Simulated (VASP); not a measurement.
Set up this calculation in VASP 6.6.1, as the native input.

```
Task                   : relaxation of cell and atoms
Functional             : PBE
Potentials or basis    : VASP PAW PBE potentials, release 64 (Co, H)
Cutoff                 : 600 eV
k mesh                 : 20 × 20 × 20
Occupations            : gaussian, width 0.1 eV
Spin                   : no spin polarisation
Dipole correction      : no
Further INCAR settings : ALGO = Normal; EDIFF = 1e-06; IBRION = 2; EDIFFG = -0.01; NSW = 100; ISIF = 3
```

The structure of CoH3 lies in POSCAR:

```
CoH3
1.0
    0.0000000000      2.0823481189      2.0823481189
    2.0823481189      0.0000000000      2.0823481189
    2.0823481189      2.0823481189      0.0000000000
Co H
1 3
Direct
    0.0000000000      0.0000000000      0.0000000000
    0.2500000000      0.2500000000      0.2500000000
    0.7500000000      0.7500000000      0.7500000000
    0.5000000000      0.5000000000      0.5000000000
```

The cell was generated, and may not be a known phase.

These files were run (other wordings do the same):

INCAR

```
SYSTEM = CoH3
PREC     = Accurate       ! precision mode
ENCUT    = 600            ! plane-wave cutoff, eV
EDIFF    = 1E-6           ! SCF threshold, eV
ISMEAR   = 0              ! smearing method
SIGMA    = 0.1            ! smearing width, eV
LREAL    = .False.        ! projectors in reciprocal space
LASPH    = .True.         ! aspherical terms in the spheres
NELM     = 100            ! most SCF steps
ALGO     = Normal         ! electronic algorithm
ISIF     = 3              ! what is computed and relaxed
LWAVE    = .False.        ! write WAVECAR
LCHARG   = .False.        ! write CHGCAR
GGA      = PE             ! functional
IBRION   = 2              ! ionic algorithm
NSW      = 100            ! ionic steps
EDIFFG   = -0.01          ! ionic threshold
```

KPOINTS

```
regular mesh
0
Gamma
  20 20 20
  0 0 0
```

Potentials or basis: VASP PAW PBE potentials, release 64 (Co, H).

Run with:

```console
$ cat potpaw_PBE.64/Co/POTCAR potpaw_PBE.64/H/POTCAR > POTCAR
$ mpirun -np 1 vasp_std > vasp.out
```

Results of the run:

* Pressure after relaxing: -0.1 GPa
* Band gap on the k mesh: zero (bands 6 and 7 overlap by 0.19 eV)

Caveat: the relaxation stopped at its first step, so nothing moved; the run has no spin polarisation, though such a crystal can be magnetic.

Run time: 15 s on 1 thread of Intel(R) Xeon(R) 6975P-C (Granite Rapids) (shared host), peak memory 0.19 GiB.
